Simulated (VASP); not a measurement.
Input of a VASP 6.6.1 run:

INCAR

```
  ALGO = Normal
  EDIFF = 1E-6
  ENCUT = 500
  GGA = PE
  GGA_COMPAT = False
  ISIF = 2
  ISMEAR = 0
  IVDW = 12
  LASPH = True
  LCHARG = True
  LELF = True
  LREAL = False
  LVHAR = True
  LWAVE = False
  NBANDS = 35
  NELM = 120
  PREC = Accurate
  SIGMA = 0.02
```

The input KPOINTS:

```
k-points
0
Gamma
  11 11 2
```

POSCAR

```
WSe2
1.0
    3.2600632640      0.0000000000      0.0000000000
   -1.6300316320      2.8232976045      0.0000000000
    0.0000000000      0.0000000000     12.5495030442
W Se
2 4
Direct
    0.3333333333      0.6666666667      0.2500000000
    0.6666666667      0.3333333333      0.7500000000
    0.3333333333      0.6666666667      0.6155944136
    0.6666666667      0.3333333333      0.1155944136
    0.3333333333      0.6666666667      0.8844055864
    0.6666666667      0.3333333333      0.3844055864
```

Potentials or basis: VASP PAW PBE potentials, release 64 (W_sv, Se).

Command:

```console
$ cat potpaw_PBE.64/W_sv/POTCAR potpaw_PBE.64/Se/POTCAR > POTCAR
$ mpirun -np 1 vasp_std > vasp.out
```

(1) What does it give for the pressure?

(2) Predict the dispersion energy per atom.

(3) Predict the band gap on the k mesh.

Results:

(1) 2.1 GPa.

(2) -0.491 eV.

(3) 0.76 eV (least direct gap 1.80 eV).

Caveat: spin-orbit coupling is left out, which moves the levels of the heavy elements; an odd mesh through Γ misses points on the zone boundary, where band edges can lie.
